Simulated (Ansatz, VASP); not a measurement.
# Two plane-wave programs on Be16CO

```
Be C O
1.0
     4.52544    0.00000    0.00000
    -2.26272    3.91914    0.00000
     0.00000    0.00000   23.47617
Be C O
16 1 1
Direct
  0.33333 0.16667 0.17039
  0.33333 0.66667 0.17039
  0.83333 0.16667 0.17039
  0.83333 0.66667 0.17039
  0.16667 0.33333 0.24635
  0.16667 0.83333 0.24635
  0.66667 0.33333 0.24635
  0.66667 0.83333 0.24635
  0.33333 0.16667 0.32419
  0.33333 0.66667 0.32419
  0.83333 0.16667 0.32419
  0.83333 0.66667 0.32419
  0.16667 0.33333 0.40365
  0.16667 0.83333 0.40365
  0.66667 0.33333 0.40365
  0.66667 0.83333 0.40365
  0.16667 0.33333 0.50886
  0.29483 0.20517 0.53357
```

Alike in both runs: task single point; functional PBE; k mesh 6 × 6 × 1; occupations gaussian, width 0.1 eV; no spin polarisation.

|  | VASP | Ansatz |
| --- | --- | --- |
| version | VASP 6.6.1 | Ansatz 0.2.0 |
| potentials or method | VASP PAW PBE potentials, release 64 (Be, C, O), cutoff 520 eV | scalar-relativistic, plane waves, PAW |
| valence electrons in the cell | 42 | 42 |

Ansatz gave:

- gap on the k mesh at the Fermi level (eV): none
- rms of the force components (eV/Å): 0.393
- work function, face that differs most (eV): 5.17

Which values does VASP return?

gap on the k mesh at the Fermi level (eV): none; rms of the force components (eV/Å): 0.255; work function, face that differs most (eV): 5.19.

Atom by atom the forces differ by 0.152 eV/Å (rms over components). A gap of «none» marks a metal or a gap that the smearing closes. One of these differences is far larger than is usual between the two programs; its cause wasn't traced. The functional is the same, so the differences come from potentials, cutoffs and numerics.

Noted on VASP's run: the standard files for N, O and F lose accuracy on very short bonds.
